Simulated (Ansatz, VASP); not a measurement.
# CdI2: VASP beside Ansatz

File POSCAR:

```
CdI2
1.0
    4.2487073931      0.0000000000      0.0000000000
   -2.1243536965      3.6794885357      0.0000000000
    0.0000000000      0.0000000000      6.8836385196
Cd I
1 2
Direct
    0.0000000000      0.0000000000      0.0000000000
    0.3333333333      0.6666666667      0.2495631425
    0.6666666667      0.3333333333      0.7504368575
```

File INCAR.step1:

```
SYSTEM = CdI2
PREC = Accurate
ENCUT = 440
EDIFF = 1E-5
ISMEAR = 0
SIGMA = 0.01
LREAL = .FALSE.
LASPH = .TRUE.
NELM = 120
ALGO = Normal
ISIF = 2
LWAVE = .TRUE.
LCHARG = .FALSE.
GGA = PE
NBANDS = 20
GGA_COMPAT = .FALSE.
KPAR = 4
```

INCAR.step2

```
SYSTEM = CdI2
PREC = Accurate
ENCUT = 440
EDIFF = 1E-6
ISMEAR = 0
SIGMA = 0.01
LREAL = .FALSE.
LASPH = .TRUE.
NELM = 120
ALGO = Normal
ISIF = 2
LWAVE = .FALSE.
LCHARG = .FALSE.
METAGGA = R2SCAN
LHFCALC = .TRUE.
AEXX = 0.25
LMIXTAU = .TRUE.
PRECFOCK = Normal
ISTART = 1
NBANDS = 20
GGA_COMPAT = .FALSE.
KPAR = 4
```

KPOINTS

```
Automatic mesh
0
G
  6 6 4
  0 0 0
```

Input for Ansatz:

```yaml
crystal:
  lattice:
    - [4.2487073931, 0.0, 0.0]
    - [-2.1243536965, 3.6794885357, 0.0]
    - [0.0, 0.0, 6.8836385196]
  atoms:
    - { symbol: Cd, position: [0.0, 0.0, 0.0] }
    - { symbol: I, position: [0.3333333333, 0.6666666667, 0.2495631425] }
    - { symbol: I, position: [0.6666666667, 0.3333333333, 0.7504368575] }
kpoints:
  mp_grid: { grid: [6, 6, 4] }
  band_path:
    path:
      - [0.0, 0.0, 0.0]
      - [0.5, 0.0, 0.0]
      - [0.3333333333, 0.3333333333, 0.0]
      - [0.0, 0.0, 0.5]
      - [0.5, 0.0, 0.5]
      - [0.3333333333, 0.3333333333, 0.5]
      - [-0.125, 0.125, 0.203125]
      - [0.0, 0.455729, 0.359375]
    npoints: 1
hamiltonian:
  xc: r2scan0
scf:
  occupations: { method: fixed }
  n_extra_bands: 4
output:
  forces: true
  stress: true
  eigenvalues: true
```

Alike in both runs: task single point; functional r2SCAN0; k mesh 6 × 6 × 4; no spin polarisation.

|  | VASP | Ansatz |
| --- | --- | --- |
| version | VASP 6.6.1 | Ansatz 0.2.0 |
| potentials or method | VASP PAW PBE potentials, release 64 (Cd, I) | plane waves, PAW |
| plane-wave cutoff (eV) | 440 | 500 |
| occupations | gaussian, width 0.01 eV | fixed |
| valence electrons in the cell | 26 | 54 |

|  | VASP | Ansatz | Ansatz less VASP |
| --- | --- | --- | --- |
| gap on the k mesh at the Fermi level (eV) | 4.33 | 4.32 | -0.003 |
| pressure (GPa) | 0.3 | 0.4 | +0.06 |
| rms of the force components (eV/Å) | 0.039 | 0.048 | +0.0090 |

VASP's potentials were made for PBE, not for r2SCAN0. Atom by atom the forces differ by 0.009 eV/Å (rms over components). VASP's potentials hold 26 valence electrons a cell and Ansatz's 54, so a difference there can come from the potentials and not from the codes. Ansatz's warnings: stress exchange threshold loose, stress scf threshold loose.

Neither program's run includes spin-orbit coupling.
